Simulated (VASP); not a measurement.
# Li7ZrH8 (a cell with a defect) in VASP: further runs

Aim: see how the results for Li7ZrH8 (a cell with a defect) move with the level of theory and the settings. Levels: PBEsol, revPBE. Tasks: single point.

Everything below comes from runs of VASP 6.6.1. Logs are shortened: lines on timing, memory, paths and dates and some standing lists are left out, and cuts for length are marked.

### 1 The cell of the first run

The cell holds a defect, 16 atoms: a = 7.960 Å, b = 3.980 Å, c = 3.980 Å, α = 90.00°, β = 90.00°, γ = 90.00°.

### 2 Single point, PBEsol, collinear spin

Input file INCAR:

```
  PREC = Accurate
  ENCUT = 520
  EDIFF = 1E-7
  ISMEAR = -1
  SIGMA = 0.05
  LREAL = Auto
  LASPH = True
  NELM = 150
  ALGO = Normal
  ISIF = 2
  LWAVE = False
  LCHARG = False
  ISPIN = 2
  MAGMOM = 0 0 0 0.2 0 0.2 0.2 0.2 0 0 0 0 0 0 0 0.2
  LORBIT = 11
  LMAXMIX = 4
  GGA = PS
  NBANDS = 38
```

Input file KPOINTS:

```
Automatic mesh
0
Gamma
  2 2 2
  0.5 0.5 0.5
```

Input file POSCAR:

```
Li7ZrH8
1.0
    7.9599380000      0.0000000000      0.0000000000
    0.0000000000      3.9799690000      0.0000000000
    0.0000000000      0.0000000000      3.9799690000
H Li Zr
8 7 1
Direct
    0.2365390000      0.9964400000      0.0105390000
    0.7435580000      0.9841980000      0.9771590000
    0.9905230000      0.5150620000      0.9745010000
    0.4947620000      0.5045220000      0.0003270000
    0.9922840000      0.0167530000      0.4808020000
    0.5022910000      0.9974960000      0.4793910000
    0.2728460000      0.4902530000      0.4883870000
    0.7331830000      0.4812930000      0.4891610000
    0.9884610000      0.9997970000      0.0167020000
    0.5029700000      0.9925730000      0.9780400000
    0.2472290000      0.5067010000      0.9879380000
    0.7407710000      0.5006330000      0.9922930000
    0.2418060000      0.9957390000      0.5101440000
    0.7599740000      0.0361350000      0.5078680000
    0.0016040000      0.4989000000      0.5209860000
    0.5080640000      0.4923280000      0.4971170000
```

Potentials or basis: VASP PAW PBE potentials, release 64 (H, Li_sv, Zr_sv).

Run with:

```
$ cat potpaw_PBE.64/H/POTCAR potpaw_PBE.64/Li_sv/POTCAR potpaw_PBE.64/Zr_sv/POTCAR > POTCAR
$ mpirun -np 1 vasp_std > vasp.out
```

OUTCAR:

```text
PREC = Accurate
   ENCUT = 520
   EDIFF = 1E-7
   ISMEAR = -1
   LREAL = Auto
   LASPH = True
   NELM = 150
   ISIF = 2
   ISPIN = 2
   LORBIT = 11
   GGA = PS

 ion  position               nearest neighbor table
   1  0.237  0.996  0.011-
   2  0.744  0.984  0.977-
   3  0.991  0.515  0.975-
   4  0.495  0.505  0.000-  16 1.98  16 2.01
   5  0.992  0.017  0.481-
   6  0.502  0.997  0.479-  16 1.97  16 2.01
   7  0.273  0.490  0.488-  16 1.87
   8  0.733  0.481  0.489-  16 1.79
   9  0.988  1.000  0.017-
  10  0.503  0.993  0.978-  16 2.76  16 2.76  16 2.87  16 2.87
  11  0.247  0.507  0.988-  16 2.85  16 2.90
  12  0.741  0.501  0.992-  16 2.70  16 2.73
  13  0.242  0.996  0.510-  16 2.90  16 2.92
  14  0.760  0.036  0.508-  16 2.71  16 2.95
  15  0.002  0.499  0.521-
  16  0.508  0.492  0.497-   8 1.79   7 1.87   6 1.97   4 1.98   4 2.01   6 2.01  12 2.70  14 2.71
                            12 2.73  10 2.76  10 2.76  11 2.85  10 2.87  10 2.87  13 2.90  11 2.90

  LATTYP: Found a simple tetragonal cell.
 ALAT       =     3.9799690000
 C/A-ratio  =     2.0000000000

  Lattice vectors:

 A1 = (   0.0000000000,   3.9799690000,   0.0000000000)
 A2 = (   0.0000000000,   0.0000000000,   3.9799690000)
 A3 = (   7.9599380000,   0.0000000000,   0.0000000000)

Analysis of symmetry for initial positions (statically):
=====================================================================
 Subroutine PRICEL returns:
 Original cell was already a primitive cell.

 Routine SETGRP: Setting up the symmetry group for a
 simple tetragonal supercell.

 Subroutine GETGRP returns: Found  1 space group operations
 (whereof  1 operations were pure point group operations)
 out of a pool of 16 trial point group operations.

The static configuration has the point symmetry C_1 .

Analysis of symmetry for dynamics (positions and initial velocities):
=====================================================================
 Subroutine PRICEL returns:
 Original cell was already a primitive cell.

 Routine SETGRP: Setting up the symmetry group for a
 simple tetragonal supercell.

 Subroutine GETGRP returns: Found  1 space group operations
 (whereof  1 operations were pure point group operations)
 out of a pool of 16 trial point group operations.

The dynamic configuration has the point symmetry C_1 .

Analysis of structural, dynamic, and magnetic symmetry:
=====================================================================
 Subroutine PRICEL returns:
[... 158 lines left out ...]
  ext. energy  EPLUGINS =         0.00000000
  ---------------------------------------------------
  free energy    TOTEN  =       -53.50596512 eV

  energy without entropy =      -53.48715791  energy(sigma->0) =      -53.49656151

 E-fermi :   4.0150     XC(G=0):  -9.4037

 val. band max:        3.8704116036   @ k =   0.2500  -0.2500  -0.2500
 cond. band min:       4.1728835979   @ k =   0.2500  -0.2500  -0.2500
 fundamental gap:      0.3024719943
 Fermi energy:         4.0149564449

 spin component 1

 k-point     1 :       0.2500    0.2500    0.2500
  band No.  band energies     occupation
      1     -44.2204      1.00000
      2     -42.2426      1.00000
      3     -41.8451      1.00000
      4     -41.5771      1.00000
      5     -41.5418      1.00000
      6     -41.4885      1.00000
[... 129 lines left out ...]
     31       9.9495      0.00000
     32      10.8030      0.00000
 Fermi energy:         4.0149564449

 spin component 2

 k-point     1 :       0.2500    0.2500    0.2500
  band No.  band energies     occupation
      1     -43.9456      1.00000
      2     -42.2422      1.00000
      3     -41.8355      1.00000
      4     -41.5379      1.00000
      5     -41.4915      1.00000
      6     -41.4798      1.00000
[... 129 lines left out ...]
     31      10.1909      0.00000
     32      11.0744      0.00000
 [bands above 32 left out]

------------------------ aborting loop because EDIFF is reached ----------------------------------------

  FORCE on cell =-STRESS in cart. coord.  units (eV):
  Direction    XX          YY          ZZ          XY          YZ          ZX
  --------------------------------------------------------------------------------------
  -------------------------------------------------------------------------------------
  Total        9.2470569      3.7070421      4.1668342     -0.5708662     -0.0047057     -0.1608317
  in kB      117.5019434     47.1052194     52.9477780     -7.2539715     -0.0597952     -2.0436808
  external PRESSURE =      72.5183136 kB  Pullay stress =       0.0000000 kB

 VOLUME and BASIS-vectors are now :
 -----------------------------------------------------------------------------
  energy-cutoff  :      520.00
  volume of cell :      126.09
      direct lattice vectors                 reciprocal lattice vectors
     7.959938000  0.000000000  0.000000000     0.125629119  0.000000000  0.000000000
     0.000000000  3.979969000  0.000000000     0.000000000  0.251258238  0.000000000
     0.000000000  0.000000000  3.979969000     0.000000000  0.000000000  0.251258238

 POSITION                                       TOTAL-FORCE (eV/Angst)
 -----------------------------------------------------------------------------------
      1.88284      3.96580      0.04194         0.005991      0.058711     -0.134228
      5.91868      3.91708      3.88906        -0.206304      0.114808      0.109221
      7.88450      2.04993      3.87848         0.068311     -0.144785      0.338871
      3.93827      2.00798      0.00130        -0.065358     -0.025573     -0.179752
      7.89852      0.06668      1.91358         0.122620     -0.119149      0.256129
      3.99821      3.97000      1.90796        -0.073347     -0.205545      0.029251
[... 8 lines left out ...]
      0.01277      1.98561      2.07351        -0.107586      0.135476     -0.410059
      4.04416      1.95945      1.97851        -1.124647      0.633795     -0.128324
 -----------------------------------------------------------------------------------
    total drift:                               -0.000830     -0.002313     -0.001060

  FREE ENERGIE OF THE ION-ELECTRON SYSTEM (eV)
  ---------------------------------------------------
  free  energy   TOTEN  =       -53.5059651156 eV

  energy  without entropy=      -53.4871579102  energy(sigma->0) =      -53.49656151

 total charge

# of ion       s       p       d       tot
------------------------------------------
    1        0.506   0.004   0.000   0.510
    2        0.504   0.005   0.000   0.508
    3        0.527   0.002   0.000   0.530
    4        0.559   0.013   0.000   0.571
    5        0.535   0.002   0.000   0.537
    6        0.554   0.012   0.000   0.566
[... 8 lines left out ...]
   15        2.021   0.068   0.000   2.089
   16        2.186   5.974   2.034  10.194
--------------------------------------------------
tot         20.706   6.628   2.034  29.369

 magnetization (x)

# of ion       s       p       d       tot
------------------------------------------
    1        0.015   0.001   0.000   0.016
    2        0.001   0.001   0.000   0.001
    3        0.000   0.000   0.000   0.001
    4       -0.009   0.004   0.000  -0.005
    5       -0.001   0.000   0.000  -0.000
    6       -0.011   0.005   0.000  -0.006
[... 8 lines left out ...]
   15        0.000   0.000   0.000   0.000
   16        0.004   0.004   0.485   0.493
--------------------------------------------------
tot          0.019   0.057   0.485   0.561
```

It took 43 s on 1 thread of Intel Xeon 6975P-C (Granite Rapids), shared host; peak memory 0.26 GiB.

Results:

```
Free energy                                           : -53.5060 eV
Largest force                                         : 2.345 eV/Å
Band gap on the k mesh                                : 0.30 eV
Net moment                                            : 1.08 μB per cell
Site moments                                          : H +0.02, +0.00, -0.01, -0.00; Li +0.01, +0.05, -0.00, +0.00; Zr +0.49 μB
Valence electrons inside the program's atomic spheres : H 0.51, 0.53, 0.57, 0.54, 0.56, 0.58; Li 2.10, 2.13, 2.11, 2.09; Zr 10.19
```

Forces in eV/Å, atoms in the order of the input:
```
H    0.006  0.059 -0.134
H   -0.206  0.115  0.109
H    0.068 -0.145  0.339
H   -0.065 -0.026 -0.180
H    0.123 -0.119  0.256
H   -0.073 -0.206  0.029
H   -1.751  0.042  0.063
H    2.344  0.060 -0.027
Li   0.184  0.046 -0.245
Li  -0.007  0.042  0.359
Li  -0.324 -0.100  0.218
Li   0.871  0.038  0.117
Li  -0.144  0.032 -0.146
Li   0.207 -0.608 -0.219
Li  -0.108  0.135 -0.410
Zr  -1.125  0.634 -0.128
```

Levels at points of the mesh, in eV from the valence-band top:
Spin up:
```
           k point  band 19  band 20  band 21  band 22  band 23  band 24
(0.25, 0.25, 0.25)    -3.63    -0.31    -0.25     0.31     2.14     2.32
```
Spin down:
| k point | band 17 | band 18 | band 19 | band 20 | band 21 | band 22 | band 23 | band 24 |
| --- | --- | --- | --- | --- | --- | --- | --- | --- |
| (0.25, 0.25, 0.25) | -4.11 | -3.78 | -3.52 | -0.01 | 0.40 | 0.79 | 2.27 | 2.55 |

Caveat: the k points lie up to 0.79 Å⁻¹ apart; the cutoff is under 1.25 times the usual one of these potentials, so pressure, stress and relaxed cells hold a basis-set (Pulay) error; the PAW data sets were made with another functional, which shifts forces and pressure a little.

### 3 Single point, revPBE, collinear spin

Input file INCAR:

```
ALGO = Normal
EDIFF = 1E-6
ENCUT = 520
GGA = RE
ISIF = 2
ISMEAR = -1
ISPIN = 2
LASPH = T
LCHARG = F
LMAXMIX = 4
LORBIT = 11
LREAL = Auto
LWAVE = F
MAGMOM = 0 0 0 0.2 0 0.2 0.2 0.2 0 0 0 0 0 0 0 0.2
NBANDS = 38
NELM = 150
PREC = Accurate
SIGMA = 0.05
```

KPOINTS is that of step 2.

POSCAR is that of step 2.

Potentials or basis: VASP PAW PBE potentials, release 64 (H, Li_sv, Zr_sv).

Run with:

```
$ cat potpaw_PBE.64/H/POTCAR potpaw_PBE.64/Li_sv/POTCAR potpaw_PBE.64/Zr_sv/POTCAR > POTCAR
$ mpirun -np 1 vasp_std > vasp.out
```

Wall time 4.9 min (1 thread of Intel Xeon 6975P-C (Granite Rapids), shared host); peak memory 0.27 GiB.

The run converged. Its results:

- Free energy: -51.3818 eV
- Largest force: 2.436 eV/Å
- Band gap on the k mesh: 0.18 eV
- Net moment: 1.20 μB per cell
- Site moments: H +0.01, +0.00, -0.01, -0.00; Li +0.01, +0.04, +0.00; Zr +0.58 μB
- Valence electrons inside the program's atomic spheres: H 0.53, 0.55, 0.59, 0.56, 0.58, 0.60; Li 2.08, 2.11, 2.10, 2.09; Zr 10.19

Forces in eV/Å, atoms in the order of the input:
```
H   -0.022  0.052 -0.148
H   -0.108  0.124  0.110
H    0.078 -0.149  0.329
H   -0.064 -0.021 -0.185
H    0.131 -0.119  0.249
H   -0.076 -0.205  0.027
H   -1.852  0.044  0.066
H    2.435  0.065 -0.031
Li   0.179  0.040 -0.236
Li  -0.024  0.042  0.367
Li  -0.343 -0.099  0.221
Li   0.895  0.052  0.116
Li  -0.168  0.036 -0.147
Li   0.234 -0.620 -0.206
Li  -0.110  0.131 -0.398
Zr  -1.186  0.627 -0.135
```

Levels at points of the mesh, in eV from the valence-band top:
Spin up:
| k point | band 19 | band 20 | band 21 | band 22 | band 23 | band 24 |
| --- | --- | --- | --- | --- | --- | --- |
| (0.25, 0.25, 0.25) | -3.84 | -0.44 | -0.36 | 0.20 | 2.12 | 2.29 |
Spin down:
```
           k point  band 18  band 19  band 20  band 21  band 22  band 23
(0.25, 0.25, 0.25)    -3.98    -3.74     0.00     0.43     0.86     2.28
```

Caveat: the k points lie up to 0.79 Å⁻¹ apart; the cutoff is under 1.25 times the usual one of these potentials, so pressure, stress and relaxed cells hold a basis-set (Pulay) error; the PAW data sets were made with another functional, which shifts forces and pressure a little.

### 4 Single point, PBEsol, collinear spin

Input file INCAR:

```
SYSTEM = Li7ZrH8
PREC = Accurate
ENCUT = 520
EDIFF = 1E-7
ISMEAR = 1
SIGMA = 0.05
LREAL = Auto
LASPH = .TRUE.
NELM = 150
ALGO = Normal
ISIF = 2
LWAVE = .FALSE.
LCHARG = .FALSE.
ISPIN = 2
MAGMOM = 0 0 0 0.2 0 0.2 0.2 0.2 0 0 0 0 0 0 0 0.2
LORBIT = 11
LMAXMIX = 4
GGA = PS
NBANDS = 38
```

KPOINTS is that of step 3.

POSCAR is that of step 3.

Run with:

```
$ cat potpaw_PBE.64/H/POTCAR potpaw_PBE.64/Li_sv/POTCAR potpaw_PBE.64/Zr_sv/POTCAR > POTCAR
$ mpirun -np 1 vasp_std > vasp.out
```

Wall time 43 s (1 thread of Intel Xeon 6975P-C (Granite Rapids), shared host); peak memory 0.26 GiB.

Results (log left out):

```yaml
Free_energy: -53.5007 eV
Largest_force: 2.345 eV/Å
Band_gap_on_the_k_mesh: 0.34 eV
Net_moment: 1.01 μB per cell
Site_moments: H +0.02, +0.00, -0.01, -0.00; Li +0.01, +0.05, -0.00, +0.00; Zr +0.46 μB
Valence_electrons_inside_the_program's_atomic_spheres: H 0.51, 0.53, 0.57, 0.54, 0.56, 0.58; Li 2.10, 2.13, 2.11, 2.09; Zr 10.19
```

Forces on the atoms (eV/Å):
```
H    0.026  0.058 -0.134
H   -0.232  0.114  0.108
H    0.069 -0.145  0.339
H   -0.066 -0.026 -0.179
H    0.124 -0.118  0.257
H   -0.075 -0.206  0.030
H   -1.752  0.042  0.064
H    2.344  0.057 -0.026
Li   0.183  0.046 -0.245
Li  -0.004  0.043  0.358
Li  -0.320 -0.100  0.218
Li   0.868  0.038  0.118
Li  -0.143  0.032 -0.146
Li   0.208 -0.607 -0.222
Li  -0.108  0.136 -0.410
Zr  -1.119  0.638 -0.128
```

Levels at points of the mesh, in eV from the valence-band top:
Spin up:
```csv
k point,band 17,band 18,band 19,band 20,band 21,band 22,band 23,band 24,band 25,band 26
"(0.25, 0.25, 0.25)",-4.12,-3.82,-3.61,-0.27,-0.21,0.35,2.17,2.35,3.16,3.87
```
Spin down:
| k point | band 16 | band 17 | band 18 | band 19 | band 20 | band 21 | band 22 | band 23 | band 24 | band 25 |
| --- | --- | --- | --- | --- | --- | --- | --- | --- | --- | --- |
| (0.25, 0.25, 0.25) | -4.60 | -4.10 | -3.76 | -3.51 | 0.00 | 0.40 | 0.80 | 2.28 | 2.56 | 3.26 |

Caveat: the k points lie up to 0.79 Å⁻¹ apart; the cutoff is under 1.25 times the usual one of these potentials, so pressure, stress and relaxed cells hold a basis-set (Pulay) error; the PAW data sets were made with another functional, which shifts forces and pressure a little.

### 5 Summary

```csv
level,smearing,gap on the mesh (eV),moment (μB),largest force (eV/Å)
PBEsol,fermi-dirac 0.05 eV,0.30,1.08,2.34
revPBE,fermi-dirac 0.05 eV,0.18,1.20,2.44
PBEsol,methfessel-paxton 0.05 eV,0.34,1.01,2.34
```

Alike in all rows: task single point; potentials or basis VASP PAW PBE potentials, release 64 (H, Li_sv, Zr_sv); spin collinear; cell as given; k mesh 2 × 2 × 2, shifted; cutoff (eV) 520.

Caveats: all runs use coarse meshes; the cutoff is under 1.25 times the usual one of these potentials, so pressure, stress and relaxed cells hold a basis-set (Pulay) error; the PAW data sets were made with another functional, which shifts forces and pressure a little.

Absolute energies hang on the potentials; compare differences alone.
